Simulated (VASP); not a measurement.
Input of a VASP 6.6.1 run:

Contents of INCAR:

```
PREC     = Accurate       # precision mode
ENCUT    = 500            # plane-wave cutoff, eV
EDIFF    = 1E-7           # SCF threshold, eV
ISMEAR   = -1             # smearing method
SIGMA    = 0.05           # smearing width, eV
LREAL    = F              # projectors in reciprocal space
LASPH    = T              # aspherical terms in the spheres
NELM     = 120            # most SCF steps
ALGO     = Normal         # electronic algorithm
ISIF     = 3              # what is computed and relaxed
LWAVE    = F              # write WAVECAR
LCHARG   = F              # write CHGCAR
IBRION   = 2              # ionic algorithm
NSW      = 50             # ionic steps
EDIFFG   = -0.01          # ionic threshold
PSTRESS  = 300.0        
GGA_COMPAT= F            
NELMIN   = 4
```

KPOINTS

```
regular mesh
0
Gamma
  17 17 17
```

Contents of POSCAR:

```
Au
1.0
    2.6500000000      0.0000000000      0.0000000000
    0.0000000000      2.6500000000      0.0000000000
    0.0000000000      0.0000000000      2.6500000000
Au
1
Direct
    0.0000000000      0.0000000000      0.0000000000
```

Potentials or basis: VASP PAW LDA potentials, release 64 (Au).

Launch:

```console
$ cat potpaw_LDA.64/Au/POTCAR > POTCAR
$ mpirun -np 1 vasp_std > vasp.out
```

(1) Predict the relaxed cell.

(2) Predict the space group after relaxing (to 0.1 Å).

(3) Predict the relaxed volume.

## Answers

(1) a = 2.549 Å, b = 2.549 Å, c = 2.549 Å, α = 90.00°, β = 90.00°, γ = 90.00°.

(2) Pm-3m (No. 221).

(3) 16.56 Å³/atom.

Caveat: the cell is relaxed towards a set pressure, so the run minimises the enthalpy, not the energy.
